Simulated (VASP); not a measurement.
Li3NiPd:

```
Li Ni Pd
1.0
     3.85272    0.00000    0.00000
     0.00000    3.85272    0.00000
     0.00000    0.00000    3.85272
Li Ni Pd
3 1 1
Cartesian
  0.0000 1.9264 1.9264
  1.9264 0.0000 1.9264
  1.9264 1.9264 0.0000
  0.0000 0.0000 0.0000
  1.9264 1.9264 1.9264
```

- Program: VASP 6.6.1
- Task: relaxation of cell and atoms
- Functional: PBE
- Potentials or basis: VASP PAW PBE potentials, release 64 (Li_sv, Ni_sv_GW, Pd_sv_GW)
- Cutoff: 750 eV
- k mesh: 4 × 4 × 4
- Occupations: gaussian, width 0.1 eV
- Spin: no spin polarisation

At the start: pressure 32.4 GPa; volume 11.44 Å³/atom.

Task: Where does the relaxation end?

Result: Over 4 steps the energy falls by 456.4 meV/atom and the volume is 17.83 Å³/atom (+55.9 %); space group Pm-3m (No. 221, to 0.05 Å).

Step by step:
| step | energy change (eV) | largest force (eV/Å) | pressure (GPa) | volume (Å³) |
| --- | --- | --- | --- | --- |
| 1 | 0.0000 | 0.0000 | 32.39 | 57.19 |
| 2 | -2.1173 | 0.0000 | 5.25 | 78.54 |
| 3 | -2.2614 | 0.0000 | 1.61 | 85.51 |
| 4 | -2.2820 | 0.0000 | 0.24 | 89.14 |

Final structure:
```
Li Ni Pd
1.0
     4.46704    0.00000    0.00000
     0.00000    4.46704    0.00000
     0.00000    0.00000    4.46704
Li Ni Pd
3 1 1
Cartesian
  0.0000 2.2335 2.2335
  2.2335 0.0000 2.2335
  2.2335 2.2335 0.0000
  0.0000 0.0000 0.0000
  2.2335 2.2335 2.2335
```

Caveat: the k points lie up to 0.35 Å⁻¹ apart in the final cell; the volume moved by over 15 % at a fixed basis, so the end points are rough.
